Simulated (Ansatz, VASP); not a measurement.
Si in VASP and in Ansatz

```xyz
2
Lattice="3.7500 0.0000 0.0000 -1.8750 3.2476 0.0000 0.0000 0.0000 28.0000" Properties=species:S:1:pos:R:3 pbc="T T T"
Si    0.0000    2.1651   14.4285
Si    1.8750    1.0825   13.5715
```

Alike in both runs: task single point; functional PBE; k mesh 15 × 15 × 1; occupations gaussian, width 0.1 eV; no spin polarisation.

|  | VASP | Ansatz |
| --- | --- | --- |
| version | VASP 6.6.1 | Ansatz 0.2.0 |
| potentials or method | VASP PAW PBE potentials, release 64 (Si), cutoff 520 eV | scalar-relativistic, plane waves, PAW |
| valence electrons in the cell | 8 | 8 |

VASP gave:

* gap on the k mesh at the Fermi level (eV): none
* rms of the force components (eV/Å): 0.733

Which values does Ansatz return?

gap on the k mesh at the Fermi level (eV): none; rms of the force components (eV/Å): 0.725.

Atom by atom the forces differ by 0.007 eV/Å (rms over components). A gap of «none» marks a metal or a gap that the smearing closes. With one functional, cell and mesh, what is left measures potentials, basis and numerics.
